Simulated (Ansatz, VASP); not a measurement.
**Sn in VASP and in Ansatz**

File INCAR:

```
PREC = Accurate
ENCUT = 520
EDIFF = 1E-6
ISMEAR = -1
SIGMA = 0.05
LREAL = False
LASPH = True
NELM = 60
ALGO = Normal
ISIF = 2
LWAVE = False
LCHARG = False
GGA = PS
NBANDS = 21
```

Contents of KPOINTS:

```
Automatic mesh
0
Gamma
  11 11 11
```

The input POSCAR:

```
Sn
1.0
   -0.0324560000      3.2293720000      3.2293720000
    3.2293720000     -0.0324560000      3.2293720000
    3.2293720000      3.2293720000     -0.0324560000
Sn
2
Direct
    0.5000000000      0.5000000000      0.5000000000
    0.7500000000      0.7500000000      0.7500000000
```

Input for Ansatz:

```yaml
crystal:
  lattice:
    - [-0.032456, 3.229372, 3.229372]
    - [3.229372, -0.032456, 3.229372]
    - [3.229372, 3.229372, -0.032456]
  atoms:
    - { symbol: Sn, position: [0.5, 0.5, 0.5] }
    - { symbol: Sn, position: [0.75, 0.75, 0.75] }
kpoints:
  mp_grid: { grid: [11, 11, 11] }
  band_path:
    path:
      - [0.0, 0.0, 0.0]
      - [0.5, 0.5, 0.5]
      - [0.2525443832, 0.5, 0.7474556168]
      - [-0.2525443832, 0.2525443832, 0.5]
      - [0.0, 0.0, 0.5]
      - [0.0, 0.0, 0.0]
      - [-0.3762721916, 0.0, 0.3762721916]
      - [0.0, 0.3762721916, 0.6237278084]
      - [0.0, 0.5, 0.5]
    npoints: 5
scf:
  occupations: { method: fermi_dirac, width: 0.05 }
hamiltonian:
  xc: pbesol
  pseudopotentials: { kind: all_electron, lapw: { basis_error: 0.001 } }
output:
  forces: true
  stress: true
  eigenvalues: true
```

Change from the starting cell: equal xy, yz and zx shear strains of -1 %.

Alike in both runs: task single point; functional PBEsol; k mesh 11 × 11 × 11; occupations fermi-dirac, width 0.05 eV; no spin polarisation.

```csv
,VASP,Ansatz
version,VASP 6.6.1,Ansatz 0.2.0
potentials or method,"VASP PAW PBE potentials, release 64 (Sn_d), cutoff 520 eV","all-electron LAPW, scalar-relativistic"
```

|  | VASP | Ansatz | Ansatz less VASP |
| --- | --- | --- | --- |
| pressure (GPa) | 1.0 | 1.0 | +0.06 |
| traceless stress, the component that is largest in VASP (GPa) | 0.53 | 0.53 | -0.001 |
| rms of the force components (eV/Å) | 0.096 | 0.097 | +0.0002 |

VASP's potentials were made for PBE, not for PBEsol. Atom by atom the forces differ by 0.000 eV/Å (rms over components). Ansatz ran all-electron here, and VASP with PAW potentials.
